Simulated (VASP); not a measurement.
A run of VASP 6.6.1:

The input INCAR:

```
SYSTEM = Ni
PREC = Accurate
ENCUT = 520
EDIFF = 1E-6
ISMEAR = 0
SIGMA = 0.1
LREAL = .FALSE.
LASPH = .TRUE.
NELM = 150
ALGO = Fast
ISIF = 2
LWAVE = .FALSE.
LCHARG = .FALSE.
ISPIN = 2
MAGMOM = 0.73
LORBIT = 11
LMAXMIX = 4
GGA = PS
NBANDS = 15
```

KPOINTS

```
Automatic mesh
0
G
  20 20 20
  0 0 0
```

Contents of POSCAR:

```
Ni
1.0
    0.0000000000      1.7195866958      1.7195866958
    1.7195866958      0.0000000000      1.7195866958
    1.7195866958      1.7195866958      0.0000000000
Ni
1
Direct
    0.0000000000      0.0000000000      0.0000000000
```

Potentials or basis: VASP PAW PBE potentials, release 64 (Ni).

Run with:

```console
$ cat potpaw_PBE.64/Ni/POTCAR > POTCAR
$ mpirun -np 1 vasp_std > vasp.out
```

Hardware: 1 thread of Intel(R) Xeon(R) 6975P-C (Granite Rapids), on a shared host.

**Question.** How long does it take, and how much memory?

**Answer.** Run time: 41 s on 1 thread of Intel(R) Xeon(R) 6975P-C (Granite Rapids), on a shared host, peak memory 0.17 GiB. Counts: scf iterations 13, k points 256.
